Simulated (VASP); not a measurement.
Runs of VASP 6.6.1 on CdS (Greenockite). The structure is that of space group P6_3mc (No. 186), or close to it. The cells are those of the table. 

| cell | gap on the mesh (eV) | pressure (GPa) | largest force (eV/Å) |
| --- | --- | --- | --- |
| a = 3.992, b = 3.992, c = 6.766 Å, angles 90.0, 90.0, 120.0°, 4 atoms | 1.00 | (b) | 0.01 |
| a = 4.094, b = 4.094, c = 6.607 Å, angles 90.0, 90.0, 120.0°, 4 atoms | 1.06 | 0.3 | - |
| a = 4.155, b = 4.155, c = 6.559 Å, angles 90.0, 90.0, 120.0°, 4 atoms | 1.01 | (a) | 0.27 |
| a = 3.992, b = 3.992, c = 6.718 Å, angles 90.0, 90.0, 120.0°, 4 atoms | 1.06 | 2.8 | 0.30 |
| a = 4.114, b = 4.114, c = 6.573 Å, angles 90.0, 90.0, 120.0°, 4 atoms | 1.07 | 0.0 | - |
| a = 4.053, b = 4.053, c = 6.670 Å, angles 90.0, 90.0, 120.0°, 4 atoms | 1.05 | 0.9 | - |
| a = 4.033, b = 4.033, c = 6.678 Å, angles 90.0, 90.0, 120.0°, 4 atoms | 1.06 | 1.6 | 0.15 |
| a = 4.033, b = 4.033, c = 6.702 Å, angles 90.0, 90.0, 120.0°, 4 atoms | 1.03 | 1.3 | - |
| a = 4.094, b = 4.094, c = 6.619 Å, angles 90.0, 90.0, 120.0°, 4 atoms | 1.05 | 0.2 | 0.07 |
| a = 4.114, b = 4.114, c = 6.599 Å, angles 90.0, 90.0, 120.0°, 4 atoms | 1.04 | -0.4 | 0.14 |

Alike in all rows: task single point; level LDA; potentials or basis VASP PAW LDA potentials, release 64 (Cd, S); no spin polarisation; k mesh 6 × 6 × 4; cutoff (eV) 520; smearing gaussian 0.01 eV.

Problem. Fill in the values left out.

Solution. (a) -1.1; (b) 2.0.

A k mesh can miss the band edges, and the runs leave out spin-orbit coupling on Cd.
